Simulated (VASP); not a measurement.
A run of VASP 6.6.1 is set up as follows.

Contents of INCAR:

```
SYSTEM = Ir
  ALGO = Normal
  EDIFF = 1E-7
  ENCUT = 520
  GGA = PS
  ISIF = 2
  ISMEAR = -1
  LASPH = .True.
  LCHARG = .True.
  LELF = .True.
  LREAL = .False.
  LVHAR = .True.
  LWAVE = .False.
  NBANDS = 16
  NELM = 80
  PREC = Accurate
  SIGMA = 0.1
```

The input KPOINTS:

```
k-points
0
Gamma
  16 16 16
  0 0 0
```

Contents of POSCAR:

```
Ir
1.0
    0.0000000000      2.7541742068      2.7541742068
    2.7541742068      0.0000000000      2.7541742068
    2.7541742068      2.7541742068      0.0000000000
Ir
2
Direct
    0.1250000000      0.1250000000      0.1250000000
    0.8750000000      0.8750000000      0.8750000000
```

Potentials or basis: VASP PAW PBE potentials, release 64 (Ir).

Launch:

```bash
$ cat potpaw_PBE.64/Ir/POTCAR > POTCAR
$ mpirun -np 1 vasp_std > vasp.out
```

Question: Estimate the pressure.

Answer: -0.4 GPa.

Question: What does it give for the band gap on the k mesh?

Answer: Zero (band 9 reaches 6.51 eV, above the bottom of band 10 at 4.76 eV).

Caveat: the PAW data sets were made with another functional, which shifts forces and pressure a little; spin-orbit coupling is left out, which moves the levels of the heavy elements.
